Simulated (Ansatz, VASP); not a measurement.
# ZnSe: VASP beside Ansatz

```
Zn Se
1.0
     0.00000    2.80433    2.80433
     2.80433    0.00000    2.80433
     2.80433    2.80433    0.00000
Zn Se
1 1
Direct
  0.00000 0.00000 0.00000
  0.25000 0.25000 0.25000
```

Alike in both runs: task single point; functional r2SCAN; k mesh 8 × 8 × 8; occupations gaussian, width 0.02 eV; no spin polarisation.

|  | VASP | Ansatz |
| --- | --- | --- |
| version | VASP 6.6.1 | Ansatz 0.2.0 |
| potentials or method | VASP PAW PBE potentials, release 64 (Zn, Se), cutoff 520 eV | scalar-relativistic, plane waves, PAW |
| valence electrons in the cell | 18 | 28 |

|  | VASP | Ansatz | Ansatz less VASP |
| --- | --- | --- | --- |
| gap on the k mesh at the Fermi level (eV) | 2.01 | 2.00 | -0.006 |
| least direct gap on the mesh (eV) | 2.01 | 2.00 | -0.006 |
| pressure (GPa) | 2.2 | 2.1 | -0.12 |

VASP's potentials were made for PBE, not for r2SCAN. VASP's potentials hold 18 valence electrons a cell and Ansatz's 28, so a difference there can come from the potentials and not from the codes.
